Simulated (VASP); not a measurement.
**SnO2: relaxation of cell and atoms with PBEsol**

The system is SnO2.

```xyz
6
Lattice="-2.0001 2.0001 5.1237 2.0001 -2.0001 5.1237 2.0001 2.0001 -5.1237" Properties=species:S:1:pos:R:3 pbc="T T T"
Sn    0.0000    2.0001    2.5618
Sn    0.0000    0.0000    0.0000
O     0.0000    0.0000    8.1623
O     0.0000    2.0001    4.6469
O     0.0000    0.0000    2.0851
O     0.0000    2.0001    0.4767
```

- Program: VASP 6.6.1
- Task: relaxation of cell and atoms
- Functional: PBEsol
- Potentials or basis: VASP PAW PBE potentials, release 64 (Sn_d, O)
- Cutoff: 600 eV
- k mesh: 10 × 10 × 10
- Occupations: gaussian, width 0.02 eV
- Spin: no spin polarisation
- Dipole correction: no
- Further INCAR settings: ALGO = Normal; EDIFF = 1e-06; IBRION = 2; EDIFFG = -0.005; NSW = 100; ISIF = 3

```json
{"Relaxed volume": "13.78 Å³/atom", "Relaxed cell": "a = 5.862 Å, b = 5.862 Å, c = 5.862 Å, α = 139.95°, β = 139.95°, γ = 57.93°", "Space group after relaxing (to 0.05 Å)": "I4_1/amd (No. 141)", "Energy gained by relaxing": "0.5 meV/atom", "Ionic steps": "10", "Pressure after relaxing": "0.0 GPa", "Band gap on the k mesh": "1.51 eV, indirect (least direct gap 1.87 eV)"}
```

Stress tensor (GPa, compression positive):
```
-0.03  0.00  0.00
 0.00 -0.03  0.00
 0.00  0.00  0.05
```

Step by step:
```
step  energy change (eV)  largest force (eV/Å)  pressure (GPa)  volume (Å³)
   1              0.0000                0.0574            1.12        81.98
   2             -0.0014                0.0584           -1.07        83.12
   3             -0.0028                0.0575           -0.19        82.65
   4             -0.0031                0.0161            0.09        82.61
   5             -0.0032                0.0088            0.01        82.62
   6             -0.0032                0.0066            0.01        82.62
   7             -0.0032                0.0058            0.02        82.62
   8             -0.0032                0.0043           -0.02        82.64
   9             -0.0032                0.0010           -0.06        82.67
  10             -0.0032                0.0002            0.00        82.66
```

Final structure:
```
CELL_PARAMETERS angstrom
-2.00732 2.00732 5.12873
2.00732 -2.00732 5.12873
2.00732 2.00732 -5.12873
ATOMIC_POSITIONS crystal
Sn 0.75000 0.25000 0.50000
Sn 0.00000 0.00000 0.00000
O 0.79703 0.79703 0.00000
O 0.95297 0.45297 0.50000
O 0.20297 0.20297 0.00000
O 0.54703 0.04703 0.50000
```

Levels at points of the mesh, in eV from the valence-band top:
```tsv
k point	band 24	band 25	band 26	band 27	band 28	band 29
(0.00, 0.00, 0.00)	-0.66	-0.37	-0.37	1.51	5.47	9.22
(0.50, 0.00, 0.00)	-0.75	-0.56	-0.38	4.83	6.10	7.80
(0.50, 0.50, 0.00)	-0.80	-0.05	-0.05	7.17	7.17	7.53
(0.50, 0.50, 0.50)	-1.01	-0.27	-0.27	4.16	4.16	7.55
```

It took 21 min on 1 thread of Intel(R) Xeon(R) Platinum 8488C (Sapphire Rapids), with other jobs on the host, peak memory 0.49 GiB.

Caveat: the PAW data sets were made with another functional, which shifts forces and pressure a little; spin-orbit coupling is left out, which moves the levels of the heavy elements. A k mesh can miss the band edges.
